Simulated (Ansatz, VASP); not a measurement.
# Ru: VASP beside Ansatz

INCAR

```
PREC = Accurate
ENCUT = 520
EDIFF = 1E-6
ISMEAR = 0
SIGMA = 0.15
LREAL = False
LASPH = True
NELM = 60
ALGO = Fast
ISIF = 2
LWAVE = False
LCHARG = True
GGA = PE
LELF = True
LVHAR = True
NBANDS = 21
```

Contents of KPOINTS:

```
Automatic mesh
0
Gamma
  21 21 12
```

The input POSCAR:

```
Ru
1.0
    2.7378214739      0.0000000000      0.0000000000
   -1.3689107370      2.3710229474      0.0000000000
    0.0000000000      0.0000000000      4.0705929673
Ru
2
Direct
    0.3333333333      0.6666666667      0.2500000000
    0.6666666667      0.3333333333      0.7500000000
```

Input for Ansatz:

```yaml
crystal:
  lattice:
    - [2.7378214739, 0.0, 0.0]
    - [-1.368910737, 2.3710229474, 0.0]
    - [0.0, 0.0, 4.0705929673]
  atoms:
    - { symbol: Ru, position: [0.3333333333, 0.6666666667, 0.25] }
    - { symbol: Ru, position: [0.6666666667, 0.3333333333, 0.75] }
basis:
  ecutwfc: 420
kpoints:
  mp_grid: { grid: [21, 21, 12] }
hamiltonian:
  xc: pbe
  pseudopotentials: { kind: paw, azcp: { folder: soft_1 } }
scf:
  occupations: { method: gaussian, width: 0.15 }
output:
  forces: true
  stress: true
  eigenvalues: true
```

Alike in both runs: task single point; functional PBE; k mesh 21 × 21 × 12; occupations gaussian, width 0.15 eV; no spin polarisation.

|  | VASP | Ansatz |
| --- | --- | --- |
| version | VASP 6.6.1 | Ansatz 0.2.0 |
| potentials or method | VASP PAW PBE potentials, release 64 (Ru_pv), cutoff 520 eV | scalar-relativistic, plane waves, PAW |
| valence electrons in the cell | 28 | 32 |

|  | VASP | Ansatz | Ansatz less VASP |
| --- | --- | --- | --- |
| gap on the k mesh at the Fermi level (eV) | none | none | - |
| pressure (GPa) | 16.5 | 16.5 | +0.05 |
| traceless stress, the component that is largest in VASP (GPa) | 19.94 | 19.97 | +0.021 |

A gap of «none» marks a metal or a gap that the smearing closes. VASP's potentials hold 28 valence electrons a cell and Ansatz's 32, so a difference there can come from the potentials and not from the codes.
